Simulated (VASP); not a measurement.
A run of VASP 6.6.1 is set up as follows.

INCAR

```
PREC     = Accurate       # precision mode
ENCUT    = 520            # plane-wave cutoff, eV
EDIFF    = 1E-6           # SCF threshold, eV
ISMEAR   = 0              # smearing method
SIGMA    = 0.1            # smearing width, eV
LREAL    = False          # projectors in reciprocal space
LASPH    = True           # aspherical terms in the spheres
NELM     = 60             # most SCF steps
ALGO     = Normal         # electronic algorithm
ISIF     = 2              # what is computed and relaxed
LWAVE    = False          # write WAVECAR
LCHARG   = False          # write CHGCAR
GGA      = PE             # functional
NBANDS   = 36             # bands
```

File KPOINTS:

```
Automatic mesh
0
Gamma
  6 6 1
```

File POSCAR:

```
Si
1.0
    3.8645641472      0.0000276447      0.0000240192
   -1.9322556307      3.3468357180      0.0002161904
    0.0000042118      0.0016664059     18.9652549620
Si
12
Direct
    0.9995239211     -0.0002214540      0.8129090727
    1.0006666223      0.0005195508      0.3129059759
    0.3335962373      0.6667310257      0.9792415038
    0.6666472966      0.3333057902      0.4792520725
    0.3330635291      0.6664013175      0.6454131526
    0.6665066858      0.3333100684      0.1454092496
   -0.0003264390     -0.0003263486      0.6870981692
   -0.0000951478      0.0000096284      0.1870871177
    0.3328824531      0.6664623329      0.8545896931
    0.6672890435      0.3338063078      0.3545874054
    0.3332710760      0.6666016666      0.5207544267
    0.6669747220      0.3334001143      0.0207521605
```

Potentials or basis: VASP PAW PBE potentials, release 64 (Si).

Run with:

```console
$ cat potpaw_PBE.64/Si/POTCAR > POTCAR
$ mpirun -np 1 vasp_std > vasp.out
```

Problem. Predict the pressure.

Solution. 0.0 GPa.

Problem. Predict the largest force.

Solution. 0.003 eV/Å.

Problem. Predict the band gap on the k mesh.

Solution. 0.61 eV (least direct gap 1.28 eV).

Forces on the atoms (eV/Å):
```
Si   0.001  0.001 -0.001
Si  -0.002 -0.002 -0.001
Si   0.000  0.000  0.002
Si   0.000  0.001 -0.001
Si   0.000 -0.001  0.000
Si   0.003  0.002  0.000
Si   0.001  0.002  0.000
Si  -0.001 -0.001  0.002
Si   0.001 -0.001 -0.001
Si   0.000  0.000  0.001
Si   0.000  0.000  0.000
Si  -0.003 -0.001 -0.001
```

Caveat: semilocal functionals underestimate gaps, and a narrow one can read as zero. A k mesh can miss the band edges.
